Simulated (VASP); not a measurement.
Input of a VASP 6.6.1 run:

Contents of INCAR:

```
SYSTEM = Lu
ALGO     = Normal         ! electronic algorithm
EDIFF    = 1E-6           ! SCF threshold, eV
ENCUT    = 520            ! plane-wave cutoff, eV
GGA      = CA             ! functional
ISIF     = 2              ! what is computed and relaxed
ISMEAR   = -1             ! smearing method
LASPH    = .True.         ! aspherical terms in the spheres
LCHARG   = .False.        ! write CHGCAR
LREAL    = .False.        ! projectors in reciprocal space
LWAVE    = .False.        ! write WAVECAR
NBANDS   = 18             ! bands
NELM     = 80             ! most SCF steps
PREC     = Accurate       ! precision mode
SIGMA    = 0.1            ! smearing width, eV
```

Contents of KPOINTS:

```
k-points
0
Gamma
  13 13 13
  0 0 0
```

POSCAR

```
Lu
1.0
   -1.8965171996      1.8965171996      1.8965171996
    1.8965171996     -1.8965171996      1.8965171996
    1.8965171996      1.8965171996     -1.8965171996
Lu
1
Direct
    0.0000000000      0.0000000000      0.0000000000
```

Potentials or basis: VASP PAW PBE potentials, release 64 (Lu).

The run is started by

```console
$ cat potpaw_PBE.64/Lu/POTCAR > POTCAR
$ mpirun -np 1 vasp_std > vasp.out
```

Estimate the pressure.

-1.6 GPa.

Caveat: the PAW data sets were made with another functional, which shifts forces and pressure a little.
